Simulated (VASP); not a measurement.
Write the native input for VASP 6.6.1 that does the following.

* Task: single point
* Functional: PBEsol
* Potentials or basis: VASP PAW PBE potentials, release 64 (Tl_d)
* Cutoff: 520 eV
* k mesh: 2 × 3 × 1, shifted
* Occupations: methfessel-paxton, width 0.078 eV
* Spin: no spin polarisation
* Dipole correction: no
* Further INCAR settings: ALGO = Normal; EDIFF = 1e-06; NBANDS = 12; ISYM = 0

The structure of Tl lies in POSCAR:

```
Tl
1.0
   -1.4824799565      1.5530024607      1.5714061304
    0.9763924493     -2.3783088931      1.8906250555
    2.4564752014      3.3523041380     -2.3967125627
Tl
1
Direct
    0.0000000000      0.0000000000      0.0000000000
```

One way to write it, as run:

INCAR

```
PREC = Accurate ; ENCUT = 520
EDIFF = 1E-6 ; ISMEAR = 1
SIGMA = 0.078 ; LREAL = False
LASPH = True ; NELM = 100
ALGO = Normal ; ISIF = 2
LWAVE = False ; LCHARG = False
GGA = PS ; ISYM = 0
NBANDS = 12
```

KPOINTS

```
Automatic mesh
0
Gamma
  2 3 1
  0.5 0.5 0.5
```

Potentials or basis: VASP PAW PBE potentials, release 64 (Tl_d).

Command:

```sh
$ cat potpaw_PBE.64/Tl_d/POTCAR > POTCAR
$ mpirun -np 1 vasp_std > vasp.out
```

Results of the run:

```yaml
Pressure: -3.1 GPa
```

Caveat: the k points lie up to 1.97 Å⁻¹ apart; the PAW data sets were made with another functional, which shifts forces and pressure a little.

Wall time 1.7 s on 1 thread of Intel(R) Xeon(R) 6975P-C (Granite Rapids), on a shared host, peak memory 0.13 GiB.
